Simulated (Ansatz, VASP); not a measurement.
Au: VASP beside Ansatz

```
CELL_PARAMETERS angstrom
0.00000 2.07827 2.07827
2.07827 0.00000 2.07827
2.07827 2.07827 0.00000
ATOMIC_POSITIONS crystal
Au 0.00000 0.00000 0.00000
```

Alike in both runs: task relaxation of cell and atoms; functional PBE; k mesh 17 × 17 × 17; occupations fermi-dirac, width 0.1 eV; no spin polarisation.

```csv
,VASP,Ansatz
version,VASP 6.6.1,Ansatz 0.2.0
potentials or method,"VASP PAW PBE potentials, release 64 (Au)","PAW with Ansatz's default frozen-core files, scalar-relativistic"
plane-wave cutoff (eV),600,420
valence electrons in the cell,11,19
```

|  | VASP | Ansatz | Ansatz less VASP |
| --- | --- | --- | --- |
| relaxed volume (Å³/atom) | 17.94 | 17.97 | +0.020 |
| relaxed cell length with the largest relative difference (Å) | 2.939 | 2.940 | +0.0011 |

VASP's potentials hold 11 valence electrons a cell and Ansatz's 19, so a difference there can come from the potentials and not from the codes.

Neither program's run includes spin-orbit coupling.
